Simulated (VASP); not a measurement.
# Tl7Cl8 (a cell with a defect) in VASP: single point with PBEsol

Aim: the single point of Tl7Cl8 (a cell with a defect) with PBEsol.

All numbers are computed with VASP 6.6.1; they aren't measurements. Logs are shortened: lines on timing, memory, paths and dates and some standing lists are left out, and cuts for length are marked.

## Step 1: The cell of the first run

The cell holds a defect, 15 atoms: a = 8.951 Å, b = 8.951 Å, c = 8.951 Å, α = 60.00°, β = 60.00°, γ = 60.00°.

## Step 2: Single point, PBEsol

Input file INCAR:

```
SYSTEM = Tl7Cl8
  PREC = Accurate
  ENCUT = 520
  EDIFF = 1E-6
  ISMEAR = 0
  SIGMA = 0.05
  LREAL = Auto
  LASPH = .TRUE.
  NELM = 60
  ALGO = Normal
  ISIF = 2
  LWAVE = .FALSE.
  LCHARG = .TRUE.
  GGA = PS
  LELF = .TRUE.
  LVHAR = .TRUE.
  NBANDS = 86
  NELECT = 148.0
```

Input file KPOINTS:

```
Automatic mesh
0
G
  4 4 4
  0 0 0
```

Input file POSCAR:

```
Tl7Cl8
1.0
    0.0000000000      6.3291597576     -6.3291597576
   -6.3291597576      0.0000000000     -6.3291597576
   -6.3291597576      6.3291597576      0.0000000000
Tl Cl
7 8
Direct
   -0.5000000191      1.0000000383      0.5000000191
    0.5000000191      0.5000000191      0.5000000191
    0.0000000000      0.5000000191      0.5000000191
    0.5000000191      0.0000000000      0.0000000000
    0.0000000000      1.0000000383      0.0000000000
    0.5000000191      0.5000000191      0.0000000000
    0.0000000000      0.5000000191      0.0000000000
    0.7500000287      0.7500000287      0.2500000096
    0.2536402242      0.7463598141      0.2463597949
    0.7463598141      0.2536402242      0.2463597949
    0.2536402242      0.2536402242      0.2463597949
    0.7463598141      0.7463598141      0.7536402434
    0.2536402242      0.7463598141      0.7536402434
    0.7463598141      0.2536402242      0.7536402434
    0.2500000096      0.2500000096      0.7500000287
```

Potentials or basis: VASP PAW PBE potentials, release 64 (Tl_d, Cl).

Launch:

```sh
> cat potpaw_PBE.64/Tl_d/POTCAR potpaw_PBE.64/Cl/POTCAR > POTCAR
> mpirun -np 1 vasp_std > vasp.out
```

OUTCAR:

```text
SYSTEM = Tl7Cl8
   PREC = Accurate
   ENCUT = 520
   EDIFF = 1E-6
   ISMEAR = 0
   LREAL = Auto
   LASPH = .TRUE.
   NELM = 60
   ISIF = 2
   GGA = PS
   NELECT = 148.0

 ion  position               nearest neighbor table
   1  0.500  0.000  0.500-  15 3.16   8 3.16  11 3.16  13 3.16  10 3.16  12 3.16
   2  0.500  0.500  0.500-  15 3.16   8 3.16  10 3.16   9 3.16  14 3.16  13 3.16
   3  0.000  0.500  0.500-   8 3.16  15 3.16  14 3.16  12 3.16  11 3.16   9 3.16
   4  0.500  0.000  0.000-  15 3.16   8 3.16  12 3.16   9 3.16  11 3.16  14 3.16
   5  0.000  0.000  0.000-   8 3.16  15 3.16  14 3.16  10 3.16  13 3.16   9 3.16
   6  0.500  0.500  0.000-  13 3.12  14 3.12  11 3.12  10 3.12   9 3.12  12 3.12
   7  0.000  0.500  0.000-  15 3.16   8 3.16  12 3.16  10 3.16  11 3.16  13 3.16
   8  0.750  0.750  0.250-   3 3.16   5 3.16   1 3.16   2 3.16   4 3.16   7 3.16
   9  0.254  0.746  0.246-   6 3.12   4 3.16   2 3.16   5 3.16   3 3.16
  10  0.746  0.254  0.246-   6 3.12   5 3.16   7 3.16   1 3.16   2 3.16
  11  0.254  0.254  0.246-   6 3.12   1 3.16   4 3.16   3 3.16   7 3.16
  12  0.746  0.746  0.754-   6 3.12   4 3.16   7 3.16   3 3.16   1 3.16
  13  0.254  0.746  0.754-   6 3.12   5 3.16   1 3.16   2 3.16   7 3.16
  14  0.746  0.254  0.754-   6 3.12   5 3.16   3 3.16   2 3.16   4 3.16
  15  0.250  0.250  0.750-   4 3.16   7 3.16   5 3.16   1 3.16   2 3.16   3 3.16

  LATTYP: Found a face centered cubic cell.
 ALAT       =    12.6583195152

  Lattice vectors:

 A1 = (   0.0000000000,   6.3291597576,  -6.3291597576)
 A2 = (  -6.3291597576,   0.0000000000,  -6.3291597576)
 A3 = (  -6.3291597576,   6.3291597576,   0.0000000000)

Analysis of symmetry for initial positions (statically):
=====================================================================
 Subroutine PRICEL returns:
 Original cell was already a primitive cell.

 Routine SETGRP: Setting up the symmetry group for a
 face centered cubic supercell.

 Subroutine GETGRP returns: Found 48 space group operations
 (whereof  8 operations were pure point group operations)
 out of a pool of 48 trial point group operations.

The static configuration has the point symmetry D_2h.
 The point group associated with its full space group is O_h .

Analysis of symmetry for dynamics (positions and initial velocities):
=====================================================================
 Subroutine PRICEL returns:
 Original cell was already a primitive cell.

 Routine SETGRP: Setting up the symmetry group for a
 face centered cubic supercell.

 Subroutine GETGRP returns: Found 48 space group operations
 (whereof  8 operations were pure point group operations)
 out of a pool of 48 trial point group operations.

The dynamic configuration has the point symmetry D_2h.
 The point group associated with its full space group is O_h .

 Subroutine INISYM returns: Found 48 space group operations
 (whereof  8 operations are pure point group operations),
 and found     1 'primitive' translations

----------------------------------------------------------------------------------------

                                     Primitive cell

  volume of cell :     507.0703

  direct lattice vectors                    reciprocal lattice vectors
     0.000000000  6.329159758 -6.329159758     0.078999428  0.078999428 -0.078999428
    -6.329159758  0.000000000 -6.329159758    -0.078999428 -0.078999428 -0.078999428
    -6.329159758  6.329159758  0.000000000    -0.078999428  0.078999428  0.078999428

  length of vectors
     8.950783568  8.950783568  8.950783568     0.136831023  0.136831023  0.136831023

  position of ions in fractional coordinates (direct lattice)
     0.499999981  0.000000038  0.500000019
     0.500000019  0.500000019  0.500000019
     0.000000000  0.500000019  0.500000019
     0.500000019  0.000000000  0.000000000
     0.000000000  0.000000038  0.000000000
     0.500000019  0.500000019  0.000000000
     0.000000000  0.500000019  0.000000000
     0.750000029  0.750000029  0.250000010
     0.253640224  0.746359814  0.246359795
     0.746359814  0.253640224  0.246359795
     0.253640224  0.253640224  0.246359795
     0.746359814  0.746359814  0.753640243
     0.253640224  0.746359814  0.753640243
     0.746359814  0.253640224  0.753640243
     0.250000010  0.250000010  0.750000029

  ion indices of the primitive-cell ions
   primitive index   ion index
                 1           1
                 2           2
                 3           3
                 4           4
                 5           5
                 6           6
                 7           7
                 8           8
                 9           9
                10          10
                11          11
                12          12
                13          13
                14          14
                15          15

----------------------------------------------------------------------------------------

 KPOINTS: Automatic mesh

Automatic generation of k-mesh.
 Grid dimensions read from file:
 generate k-points for:    4    4    4

 Generating k-lattice:

  Cartesian coordinates                     Fractional coordinates (reciprocal lattice)
     0.019749857  0.019749857 -0.019749857     0.250000000  0.000000000  0.000000000
    -0.019749857 -0.019749857 -0.019749857     0.000000000  0.250000000  0.000000000
    -0.019749857  0.019749857  0.019749857     0.000000000  0.000000000  0.250000000

  Length of vectors
     0.034207756  0.034207756  0.034207756

  Shift w.r.t. Gamma in fractional coordinates (k-lattice)
     0.000000000  0.000000000  0.000000000

 Subroutine IBZKPT returns following result:
 ===========================================

 Found      8 irreducible k-points:

 Following reciprocal coordinates:
            Coordinates               Weight
  0.000000  0.000000  0.000000      1.000000
  0.250000  0.000000  0.000000      8.000000
  0.500000  0.000000  0.000000      4.000000
  0.250000  0.250000  0.000000      6.000000
  0.500000  0.250000  0.000000     24.000000
 -0.250000  0.250000  0.000000     12.000000
  0.500000  0.500000  0.000000      3.000000
 -0.250000  0.500000  0.250000      6.000000
   k-points           NKPTS =      8   k-points in BZ     NKDIM =      8   number of bands    NBANDS=     86
   number of dos      NEDOS =    301   number of ions     NIONS =     15
   total plane-waves  NPLWV = 343000
   dimension x,y,z NGX =    70 NGY =   70 NGZ =   70
   dimension x,y,z NGXF=   140 NGYF=  140 NGZF=  140
   ions per type =               7   8
   NGX,Y,Z   is equivalent  to a cutoff of  13.00, 13.00, 13.00 a.u.
   NGXF,Y,Z  is equivalent  to a cutoff of  26.00, 26.00, 26.00 a.u.
 SYSTEM =  Tl7Cl8
   PREC   = accura    normal or accurate (medium, high low for compatibility)
   ISTART =      0    job   : 0-new  1-cont  2-samecut
   ICHARG =      2    charge: 1-file 2-atom 10-const
   ISPIN  =      1    spin polarized calculation?
   LNONCOLLINEAR =      F non collinear calculations
   LSORBIT =      F    spin-orbit coupling
   LASPH  =      T    aspherical Exc in radial PAW
   ENCUT  =  520.0 eV  38.22 Ry    6.18 a.u.  16.64 16.64 16.64*2*pi/ulx,y,z
   NELM   =     60;   NELMIN=  2; NELMDL= -5     # of ELM steps
   EDIFF  = 0.1E-05   stopping-criterion for ELM
   LREAL  =      T    real-space projection
   EDIFFG = 0.1E-04   stopping-criterion for IOM
   NSW    =      0    number of steps for IOM
[... 5 lines left out ...]
   TEBEG  =    0.0;   TEEND  =   0.0 temperature during run
   PSTRESS=    0.0 pullay stress
   NELECT =     148.0000    total number of electrons
   NUPDOWN=      -1.0000    fix difference up-down
   EMIN   =  10.00;   EMAX   =-10.00  energy-range for DOS
   EFERMI =   0.00;   METHOD = LEGACY
   ISMEAR =     0;   SIGMA  =   0.05  broadening in eV -4-tet -1-fermi 0-gaus
   EFERMI_NEDOS =   21; number of points for ismear=-14 and -15
   IALGO  =     38    algorithm
   IMIX   =      4    mixing-type and parameters
     AMIX     =   0.40;   BMIX     =  1.00
     AMIX_MAG =   1.60;   BMIX_MAG =  1.00
  volume/ion in A,a.u.               =      33.80       228.13
  Fermi-wavevector in a.u.,A,eV,Ry     =   1.085940  2.052130 16.044897  1.179267
  Thomas-Fermi vector in A             =   2.222066
   LORBIT       =      0    0 simple, 1 ext, 2 COOP (PROOUT), +10 PAW based schemes
   GGA     = PS    functional components
   LHFCALC =     F    Hartree Fock is set to
   AEXX    =    0.0000 exact exchange contribution
   IVDW    =     0    specifies the selected vdW correction
   LEPSILON=     F    determine dielectric tensor
   LRPA    =     F    only Hartree local field effects (RPA)
 non-spin polarized calculation
 Gauss-broadening in eV      SIGMA  =   0.05
  energy-cutoff  :      520.00
  volume of cell :      507.07
 maximum number of plane-waves:     13676
 NGX is ok and might be reduce to    70
   NGX = 33   NGY = 33   NGZ = 33

 number of electron     148.0000013 magnetization

 Free energy of the ion-electron system (eV)
  ---------------------------------------------------
  ext. energy  EPLUGINS =         0.00000000
  ---------------------------------------------------
  free energy    TOTEN  =       -46.02811942 eV

  energy without entropy =      -46.02811942  energy(sigma->0) =      -46.02811942

 E-fermi :   1.6400     XC(G=0):  -8.2571

 val. band max:        1.3721281236   @ k =   0.0000   0.0000   0.0000
 cond. band min:       3.3428069167   @ k =   0.0000   0.0000   0.0000
 fundamental gap:      1.9706787930
 Fermi energy:         1.6400470119

 k-point     1 :       0.0000    0.0000    0.0000
  band No.  band energies     occupation
      1     -12.9112      2.00000
      2     -12.8236      2.00000
      3     -12.4587      2.00000
      4     -12.3501      2.00000
      5     -12.3501      2.00000
      6     -12.3163      2.00000
[... 78 lines left out ...]
     85       6.3705      0.00000
     86       6.3705      0.00000

 k-point     2 :       0.2500    0.0000    0.0000
  band No.  band energies     occupation
      1     -12.8972      2.00000
      2     -12.8353      2.00000
      3     -12.4421      2.00000
      4     -12.3455      2.00000
      5     -12.3455      2.00000
      6     -12.3377      2.00000
[... 523 lines left out ...]
     85       6.2793      0.00000
     86       6.2820      0.00000

 k-point     8 :      -0.2500    0.5000    0.2500
  band No.  band energies     occupation
      1     -12.8639      2.00000
      2     -12.8639      2.00000
      3     -12.3985      2.00000
      4     -12.3627      2.00000
      5     -12.3585      2.00000
      6     -12.3585      2.00000
[... 78 lines left out ...]
     85       6.3917      0.00000
     86       6.3957      0.00000

------------------------ aborting loop because EDIFF is reached ----------------------------------------

  FORCE on cell =-STRESS in cart. coord.  units (eV):
  Direction    XX          YY          ZZ          XY          YZ          ZX
  --------------------------------------------------------------------------------------
  -------------------------------------------------------------------------------------
  Total        5.7847088      5.7847088      5.7847088      0.0000000      0.0000000      0.0000000
  in kB       18.2777996     18.2777996     18.2777996      0.0000000      0.0000000      0.0000000
  external PRESSURE =      18.2777996 kB  Pullay stress =       0.0000000 kB

 VOLUME and BASIS-vectors are now :
 -----------------------------------------------------------------------------
  energy-cutoff  :      520.00
  volume of cell :      507.07
      direct lattice vectors                 reciprocal lattice vectors
     0.000000000  6.329159758 -6.329159758     0.078999428  0.078999428 -0.078999428
    -6.329159758  0.000000000 -6.329159758    -0.078999428 -0.078999428 -0.078999428
    -6.329159758  6.329159758  0.000000000    -0.078999428  0.078999428  0.078999428

 POSITION                                       TOTAL-FORCE (eV/Angst)
 -----------------------------------------------------------------------------------
     -3.16458      6.32916     -3.16458        -0.000000      0.000000     -0.000000
     -6.32916      6.32916     -6.32916        -0.000000     -0.000000     -0.000000
     -6.32916      3.16458     -3.16458         0.000000      0.000000     -0.000000
      0.00000      3.16458     -3.16458         0.000000      0.000000     -0.000000
     -0.00000      0.00000     -0.00000        -0.000000     -0.000000     -0.000000
     -3.16458      3.16458     -6.32916        -0.000000      0.000000     -0.000000
     -3.16458      0.00000     -3.16458         0.000000      0.000000     -0.000000
     -6.32916      6.32916     -9.49374        -0.000000      0.000000      0.000000
     -6.28308      3.16458     -6.32916        -0.007418      0.000000     -0.000000
     -3.16458      6.28308     -6.32916        -0.000000      0.007418     -0.000000
     -3.16458      3.16458     -3.21066        -0.000000      0.000000      0.007418
     -9.49374      9.49374     -9.44766        -0.000000      0.000000     -0.007418
     -9.49374      6.37524     -6.32916        -0.000000     -0.007418     -0.000000
     -6.37524      9.49374     -6.32916         0.007418      0.000000     -0.000000
     -6.32916      6.32916     -3.16458         0.000000     -0.000000      0.000000
 -----------------------------------------------------------------------------------
    total drift:                                0.000628     -0.001568      0.000777

  FREE ENERGIE OF THE ION-ELECTRON SYSTEM (eV)
  ---------------------------------------------------
  free  energy   TOTEN  =       -46.0281194249 eV

  energy  without entropy=      -46.0281194249  energy(sigma->0) =      -46.02811942
```

It took 18 min on 1 thread of Intel Xeon Platinum 8259CL at 2.50GHz (Skylake/Cascade Lake), shared host; peak memory 0.77 GiB.

What came out:

```
Free energy   : -46.0281 eV
Largest force : 0.007 eV/Å
```

Forces in eV/Å, atoms in the order of the input:
```
Tl   0.000  0.000  0.000
Tl   0.000  0.000  0.000
Tl   0.000  0.000  0.000
Tl   0.000  0.000  0.000
Tl   0.000  0.000  0.000
Tl   0.000  0.000  0.000
Tl   0.000  0.000  0.000
Cl   0.000  0.000  0.000
Cl  -0.007  0.000  0.000
Cl   0.000  0.007  0.000
Cl   0.000  0.000  0.007
Cl   0.000  0.000 -0.007
Cl   0.000 -0.007  0.000
Cl   0.007  0.000  0.000
Cl   0.000  0.000  0.000
```

Caveat: the cell carries a net charge on a neutralising background, which shifts energy and pressure; the cell is charged against a uniform background, so pressure and absolute levels hang on convention; the PAW data sets were made with another functional, which shifts forces and pressure a little; spin-orbit coupling is left out, which moves the levels of the heavy elements.
